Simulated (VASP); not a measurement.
AgO: single point with PBEsol

Crystal: AgO.

```
Ag O
1.0
     0.00000    2.34623    2.34623
     2.34623    0.00000    2.34623
     2.34623    2.34623    0.00000
Ag O
1 1
Direct
  0.00000 0.00000 0.00000
  0.25000 0.25000 0.25000
```

```json
{"Program": "VASP 6.6.1", "Task": "single point", "Functional": "PBEsol", "Potentials or basis": "VASP PAW PBE potentials, release 64 (Ag, O)", "Cutoff": "520 eV", "k mesh": "8 × 8 × 8", "Occupations": "methfessel-paxton, width 0.15 eV", "Spin": "no spin polarisation", "Dipole correction": "no", "Further INCAR settings": "ALGO = Normal; EDIFF = 1e-06; NBANDS = 16"}
```

The pressure is 25.6 GPa.

Levels at points of the mesh, in eV from the Fermi level:
```
           k point  band 6  band 7  band 8  band 9  band 10  band 11  band 12  band 13
(0.00, 0.00, 0.00)   -3.57    0.05    1.01    1.01     1.01    14.41    14.41    14.41
(0.50, 0.00, 0.00)   -3.34   -3.06   -0.07   -0.07     5.53     7.09    14.38    14.38
(0.50, 0.50, 0.00)   -3.13   -2.04   -1.62   -1.62     6.12     9.61    11.77    14.07
```

It took 23 s on 1 thread of Intel Xeon 8259CL, on a shared host, peak memory 0.16 GiB.

Caveat: the PAW data sets were made with another functional, which shifts forces and pressure a little; an odd number of electrons without spin polarisation forces a metal; a magnetic or distorted state may lie lower.
